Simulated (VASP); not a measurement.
The system is HfMoC2.

```
Hf Mo C
1.0
     3.19142    0.00000    0.00000
     0.00000    3.19142    0.00000
     0.00000    0.00000    4.48516
Hf Mo C
1 1 2
Direct
  0.00000 0.00000 0.00000
  0.50000 0.50000 0.50000
  0.50000 0.50000 0.00000
  0.00000 0.00000 0.50000
```

Base run:

| Property | Result |
| --- | --- |
| Program | VASP 6.6.1 |
| Functional | PBE |
| Potentials or basis | VASP PAW PBE potentials, release 64 (Hf_pv, Mo_sv, C) |
| Cutoff | 520 eV |
| k mesh | 8 × 8 × 6 |
| Occupations | fermi-dirac, width 0.05 eV |
| Spin | no spin polarisation |

Its results: band gap on the k mesh zero (bands 16 and 17 overlap by 2.48 eV); pressure -1.4 GPa.

Task: The run is repeated on the same cell with these changes: functional from PBE to r2SCAN; further incar settings from ALGO = Normal; EDIFF = 1e-07; NBANDS = 24 to ALGO = Normal; EDIFF = 1e-06; NBANDS = 24. What comes out?

Result: Band gap on the k mesh zero (bands 16 and 17 overlap by 2.38 eV); pressure -3.1 GPa.

Caveats: spin-orbit coupling is left out, which moves the levels of the heavy elements; the cell stands under tension (at least some runs); the PAW data sets were made with another functional, which shifts forces and pressure a little (at least some runs).
